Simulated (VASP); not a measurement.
Input of a VASP 6.6.1 run:

Contents of INCAR:

```
  PREC = Accurate
  ENCUT = 600
  EDIFF = 1E-7
  ISMEAR = 0
  SIGMA = 0.02
  LREAL = False
  LASPH = True
  NELM = 120
  ALGO = Normal
  ISIF = 3
  LWAVE = False
  LCHARG = False
  GGA = PE
  IBRION = 2
  NSW = 80
  EDIFFG = -0.015
  GGA_COMPAT = False
  NELMIN = 4
```

File KPOINTS:

```
regular mesh
0
Gamma
  6 6 6
```

Contents of POSCAR:

```
SnO2
1.0
    0.0000000000      4.8271903401     -3.2381522501
    0.0000000000     -4.8271903401     -3.2381522501
   -4.8271903401      0.0000000000      3.2381522501
Sn O
4 8
Direct
    0.2500000000      0.7500000000      0.5000000000
    0.7500000000      0.2500000000      0.5000000000
    0.5000000000      0.5000000000      0.0000000000
    0.0000000000      0.0000000000      0.0000000000
    0.5565765233      0.7500000000      0.8065765233
    0.0565765233      0.2500000000      0.8065765233
    0.9434234767      0.7500000000      0.1934234767
    0.4434234767      0.2500000000      0.1934234767
    0.5000000000      0.1934234767      0.6934234767
    0.0000000000      0.6934234767      0.6934234767
    0.5000000000      0.8065765233      0.3065765233
    0.0000000000      0.3065765233      0.3065765233
```

Potentials or basis: VASP PAW PBE potentials, release 64 (Sn_d, O).

Command:

```bash
$ cat potpaw_PBE.64/Sn_d/POTCAR potpaw_PBE.64/O/POTCAR > POTCAR
$ mpirun -np 1 vasp_std > vasp.out
```

**Question.** Predict the band gap on the k mesh.

**Answer.** 0.64 eV.

**Question.** What does it give for the space group after relaxing (to 0.1 Å)?

**Answer.** P4_2/mnm (No. 136).

**Question.** What does it give for the relaxed volume?

**Answer.** 12.60 Å³/atom.

The path:
| step | energy change (eV) | largest force (eV/Å) | pressure (GPa) | volume (Å³) |
| --- | --- | --- | --- | --- |
| 1 | 0.0000 | 0.0162 | 0.44 | 150.91 |
| 2 | 0.0002 | 0.0190 | -0.52 | 151.67 |
| 3 | -0.0005 | 0.0000 | 0.00 | 151.26 |

Caveat: spin-orbit coupling is left out, which moves the levels of the heavy elements.
